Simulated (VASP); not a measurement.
# ZnSe7 (P3m1) in VASP: relaxation of shape and atoms at fixed volume with PBE

Aim: the relaxation of shape and atoms at fixed volume of ZnSe7 with PBE.

Program: VASP 6.6.1. These are calculated values, not measurements. Logs are shortened: lines on timing, memory, paths and dates and some standing lists are left out, and cuts for length are marked.

### 1 The cell of the first run

The structure is trigonal, space group P3m1 (No. 156). Conventional cell: a = 3.828 Å, b = 3.828 Å, c = 15.716 Å, α = 90.00°, β = 90.00°, γ = 120.00°. Zn (site symmetry 3m) has 4 Se at 2.35 to 2.64 Å within 3.1 Å. Se (site symmetry 3m) has 1 Zn at 2.64 Å and 3 Se at 2.69 Å within 3.5 Å. Se (site symmetry 3m) has 3 Zn at 2.35 Å within 3.1 Å. Within 3.5 Å of Se (site symmetry 3m) lie 6 Se at 2.67 to 2.69 Å. Se (site symmetry 3m) has 6 Se at 2.67 to 2.68 Å within 3.5 Å. Se (site symmetry 3m) has 3 Se at 2.68 Å within 3.5 Å. Within 3.5 Å of Se (site symmetry 3m) lie 3 Se at 2.67 Å. Within 3.5 Å of Se (site symmetry 3m) lie 3 Se at 2.67 Å.

### 2 Relaxation of shape and atoms at fixed volume, PBE (volume scaled by 0.97)

The input, INCAR:

```
SYSTEM = ZnSe7
PREC = Accurate
ENCUT = 600
EDIFF = 1E-6
ISMEAR = 0
SIGMA = 0.1
LREAL = .FALSE.
LASPH = .TRUE.
NELM = 100
ALGO = Normal
ISIF = 4
LWAVE = .FALSE.
LCHARG = .FALSE.
GGA = PE
IBRION = 2
NSW = 50
EDIFFG = -0.01
```

The input, KPOINTS:

```
Automatic mesh
0
G
  12 12 2
  0 0 0
```

The input, POSCAR:

```
ZnSe7
1.0
    3.8277698729      0.0000000000      0.0000000000
   -1.9138849364      3.3149459498      0.0000000000
    0.0000000000      0.0000000000     15.7164814425
Zn Se
1 7
Direct
    0.0000000000      0.0000000000      0.1425737665
    0.0000000000      0.0000000000      0.9744766046
    0.3333333333      0.6666666667      0.1932447139
    0.3333333333      0.6666666667      0.8772456108
    0.0000000000      0.0000000000      0.4962040514
    0.3333333333      0.6666666667      0.5929875580
    0.6666666667      0.3333333333      0.4007998114
    0.6666666667      0.3333333333      0.7814678834
```

Potentials or basis: VASP PAW PBE potentials, release 64 (Zn, Se).

Started as:

```sh
cat potpaw_PBE.64/Zn/POTCAR potpaw_PBE.64/Se/POTCAR > POTCAR
mpirun -np 1 vasp_std > vasp.out
```

OUTCAR:

```text
SYSTEM = ZnSe7
   PREC = Accurate
   ENCUT = 600
   EDIFF = 1E-6
   ISMEAR = 0
   LREAL = .FALSE.
   LASPH = .TRUE.
   NELM = 100
   ISIF = 4
   GGA = PE
   IBRION = 2
   NSW = 50
   EDIFFG = -0.01

 ion  position               nearest neighbor table
   1  0.000  0.000  0.143-   3 2.35   3 2.35   3 2.35   2 2.64
   2  0.000  0.000  0.974-   1 2.64   4 2.69   4 2.69   4 2.69
   3  0.333  0.667  0.193-   1 2.35   1 2.35   1 2.35
   4  0.333  0.667  0.877-   8 2.67   8 2.67   8 2.67   2 2.69   2 2.69   2 2.69
   5  0.000  0.000  0.496-   7 2.67   7 2.67   7 2.67   6 2.68   6 2.68   6 2.68
   6  0.333  0.667  0.593-   5 2.68   5 2.68   5 2.68
   7  0.667  0.333  0.401-   5 2.67   5 2.67   5 2.67
   8  0.667  0.333  0.781-   4 2.67   4 2.67   4 2.67

  LATTYP: Found a hexagonal cell.
 ALAT       =     3.8277698729
 C/A-ratio  =     4.1059107429

  Lattice vectors:

 A1 = (   3.8277698729,   0.0000000000,   0.0000000000)
 A2 = (  -1.9138849364,   3.3149459498,   0.0000000000)
 A3 = (   0.0000000000,   0.0000000000,  15.7164814425)

Analysis of symmetry for initial positions (statically):
=====================================================================
 Subroutine PRICEL returns:
 Original cell was already a primitive cell.

 Routine SETGRP: Setting up the symmetry group for a
 hexagonal supercell.

 Subroutine GETGRP returns: Found  6 space group operations
 (whereof  6 operations were pure point group operations)
 out of a pool of 24 trial point group operations.

The static configuration has the point symmetry C_3v.

Analysis of symmetry for dynamics (positions and initial velocities):
=====================================================================
 Subroutine PRICEL returns:
 Original cell was already a primitive cell.

 Routine SETGRP: Setting up the symmetry group for a
 hexagonal supercell.

 Subroutine GETGRP returns: Found  6 space group operations
 (whereof  6 operations were pure point group operations)
 out of a pool of 24 trial point group operations.

The dynamic configuration has the point symmetry C_3v.

 Subroutine INISYM returns: Found  6 space group operations
 (whereof  6 operations are pure point group operations),
 and found     1 'primitive' translations

----------------------------------------------------------------------------------------

                                     Primitive cell
[... 119 lines left out ...]
   EFERMI_NEDOS =   21; number of points for ismear=-14 and -15
   IALGO  =     38    algorithm
   IMIX   =      4    mixing-type and parameters
     AMIX     =   0.40;   BMIX     =  1.00
     AMIX_MAG =   1.60;   BMIX_MAG =  1.00
  volume/ion in A,a.u.               =      24.93       168.22
  Fermi-wavevector in a.u.,A,eV,Ry     =   1.059124  2.001454 15.262254  1.121744
  Thomas-Fermi vector in A             =   2.194458
   LORBIT       =      0    0 simple, 1 ext, 2 COOP (PROOUT), +10 PAW based schemes
   GGA     = PE    functional components
   LHFCALC =     F    Hartree Fock is set to
   AEXX    =    0.0000 exact exchange contribution
   IVDW    =     0    specifies the selected vdW correction
   LEPSILON=     F    determine dielectric tensor
   LRPA    =     F    only Hartree local field effects (RPA)
 conjugate gradient relaxation of ions
 non-spin polarized calculation
 Gauss-broadening in eV      SIGMA  =   0.10
  energy-cutoff  :      600.00
  volume of cell :      199.42
 maximum number of plane-waves:      6686
 NGX is ok and might be reduce to    32
   NGX = 15   NGY = 15   NGZ = 63

--------------------------------------- Ionic step        1  -------------------------------------------

 number of electron      54.0000008 magnetization

 Free energy of the ion-electron system (eV)
  ---------------------------------------------------
  ext. energy  EPLUGINS =         0.00000000
  ---------------------------------------------------
  free energy    TOTEN  =       -25.49697810 eV

  energy without entropy =      -25.49230186  energy(sigma->0) =      -25.49463998

------------------------ aborting loop because EDIFF is reached ----------------------------------------

  FORCE on cell =-STRESS in cart. coord.  units (eV):
  Direction    XX          YY          ZZ          XY          YZ          ZX
  --------------------------------------------------------------------------------------
  -------------------------------------------------------------------------------------
  Total        2.5147295      2.5147295      2.0422765      0.0000000      0.0000000      0.0000000
  in kB       20.2033908     20.2033908     16.4076934      0.0000000      0.0000000      0.0000000
  external PRESSURE =      18.9381583 kB  Pullay stress =       0.0000000 kB
[... 107 lines left out ...]
  FREE ENERGIE OF THE ION-ELECTRON SYSTEM (eV)
  ---------------------------------------------------
  free  energy   TOTEN  =       -25.5172678899 eV

  energy  without entropy=      -25.5127860282  energy(sigma->0) =      -25.51502696

[... ionic steps 4 to 11 ...]

--------------------------------------- Ionic step       12  -------------------------------------------

 number of electron      54.0000009 magnetization

------------------------ aborting loop because EDIFF is reached ----------------------------------------
[... 79 lines left out ...]
--------------------------------------- Ionic step       14  -------------------------------------------

 number of electron      54.0000009 magnetization

 Free energy of the ion-electron system (eV)
  ---------------------------------------------------
  ext. energy  EPLUGINS =         0.00000000
  ---------------------------------------------------
  free energy    TOTEN  =       -25.52597684 eV

  energy without entropy =      -25.52180361  energy(sigma->0) =      -25.52389023

 E-fermi :   3.0005     XC(G=0):  -9.2455

 val. band max:        2.9984074778   @ k =   0.1667  -0.0000   0.0000
 cond. band min:       3.0393025848   @ k =   0.0000   0.0000   0.5000
 fundamental gap:      0.0408951070
 Fermi energy:         3.0005390007

 k-point     1 :       0.0000    0.0000    0.0000
  band No.  band energies     occupation
      1     -13.4372      2.00000
      2     -12.9792      2.00000
      3     -10.5248      2.00000
      4      -9.9096      2.00000
      5      -9.7196      2.00000
      6      -7.8916      2.00000
[... 829 lines left out ...]
     31       4.8486      0.00000
     32       4.9162      0.00000

 [... further k-points ...]
[... 5 lines left out ...]
  --------------------------------------------------------------------------------------
  -------------------------------------------------------------------------------------
  Total        0.5498860      0.5498860      0.5648808      0.0000000      0.0000000     -0.0000000
  in kB        4.4177956      4.4177956      4.5382648      0.0000000      0.0000000     -0.0000000
  external PRESSURE =       4.4579520 kB  Pullay stress =       0.0000000 kB
[... 23 lines left out ...]
  FREE ENERGIE OF THE ION-ELECTRON SYSTEM (eV)
  ---------------------------------------------------
  free  energy   TOTEN  =       -25.5259768447 eV

  energy  without entropy=      -25.5218036074  energy(sigma->0) =      -25.52389023

 reached required accuracy - stopping structural energy minimisation
```

CONTCAR:

```text
ZnSe7
   1.00000000000000
     3.8627996179605839    0.0000000000140964   -0.0000000000000000
    -1.9313998089176267    3.3452825989173736    0.0000000000000000
    -0.0000000000000001    0.0000000000000000   15.4327245352639633
  Zn              Se
     1     7
Direct
     0.0000000000000000    0.0000000000000000    0.1457783045377132
     0.0000000000000000    0.0000000000000000    0.9749502675652635
     0.3333333332999970    0.6666666667000030    0.1989363405106970
     0.3333333332999970    0.6666666667000030    0.8747994510747814
     0.0000000000000000    0.0000000000000000    0.4956305211718768
     0.3333333332999970    0.6666666667000030    0.5955045072848280
     0.6666666667000030    0.3333333332999970    0.3974155103473831
     0.6666666667000030    0.3333333332999970    0.7759850975074529

  0.00000000E+00  0.00000000E+00  0.00000000E+00
  0.00000000E+00  0.00000000E+00  0.00000000E+00
  0.00000000E+00  0.00000000E+00  0.00000000E+00
  0.00000000E+00  0.00000000E+00  0.00000000E+00
  0.00000000E+00  0.00000000E+00  0.00000000E+00
  0.00000000E+00  0.00000000E+00  0.00000000E+00
  0.00000000E+00  0.00000000E+00  0.00000000E+00
  0.00000000E+00  0.00000000E+00  0.00000000E+00
```

Wall time 23 min (1 thread of Intel Xeon Platinum 8559C (Emerald Rapids), shared host); peak memory 0.52 GiB.

Results:

* Free energy: -25.5260 eV
* Energy gained by relaxing: 3.6 meV/atom
* Ionic steps: 14
* Pressure after relaxing: 0.4 GPa
* Largest force after relaxing: 0.006 eV/Å
* Band gap on the k mesh: zero (band 27 reaches 3.05 eV, above the bottom of band 28 at 3.00 eV)

Forces on the atoms (eV/Å):
```
Zn   0.000  0.000  0.002
Se   0.000  0.000 -0.002
Se   0.000  0.000  0.002
Se   0.000  0.000  0.004
Se   0.000  0.000 -0.004
Se   0.000  0.000 -0.005
Se   0.000  0.000 -0.004
Se   0.000  0.000  0.006
```

Step by step:
| step | energy change (eV) | largest force (eV/Å) | pressure (GPa) | volume (Å³) |
| --- | --- | --- | --- | --- |
| 1 | 0.0000 | 0.2327 | 1.89 | 199.42 |
| 2 | -0.0101 | 0.1588 | 1.60 | 199.42 |
| 3 | -0.0203 | 0.1185 | 0.81 | 199.42 |
| 4 | -0.0204 | 0.1011 | 0.87 | 199.42 |
| 5 | -0.0223 | 0.0982 | 0.83 | 199.42 |
| 6 | -0.0239 | 0.1034 | 0.74 | 199.42 |
| 7 | -0.0253 | 0.0870 | 0.70 | 199.42 |
| 8 | -0.0277 | 0.0402 | 0.60 | 199.42 |
| 9 | -0.0279 | 0.0686 | 0.56 | 199.42 |
| 10 | -0.0286 | 0.0407 | 0.52 | 199.42 |
| 11 | -0.0289 | 0.0205 | 0.46 | 199.42 |
| 12 | -0.0290 | 0.0128 | 0.45 | 199.42 |
| 13 | -0.0290 | 0.0122 | 0.44 | 199.42 |
| 14 | -0.0290 | 0.0064 | 0.45 | 199.42 |

Final structure:
```
Zn Se
1.0
     3.86280    0.00000    0.00000
    -1.93140    3.34528    0.00000
     0.00000    0.00000   15.43272
Zn Se
1 7
Cartesian
  0.0000 0.0000 2.2498
  0.0000 0.0000 15.0461
  0.0000 2.2302 3.0701
  0.0000 2.2302 13.5005
  0.0000 0.0000 7.6489
  0.0000 2.2302 9.1903
  1.9314 1.1151 6.1332
  1.9314 1.1151 11.9756
```

Levels at points of the mesh, in eV from the Fermi level:
```
           k point  band 25  band 26  band 27  band 28  band 29  band 30
(0.00, 0.00, 0.00)    -0.73    -0.56     0.05     0.05     0.55     0.55
(0.50, 0.00, 0.00)    -1.25    -1.15    -1.07     0.45     1.31     1.47
(0.00, 0.00, 0.50)    -1.09    -0.02     0.04     0.04     0.37     0.56
(0.50, 0.00, 0.50)    -1.39    -1.04    -0.78     0.48     1.06     1.44
```

Caveat: the cell differs from its parent crystal (volume scaled by 0.97).
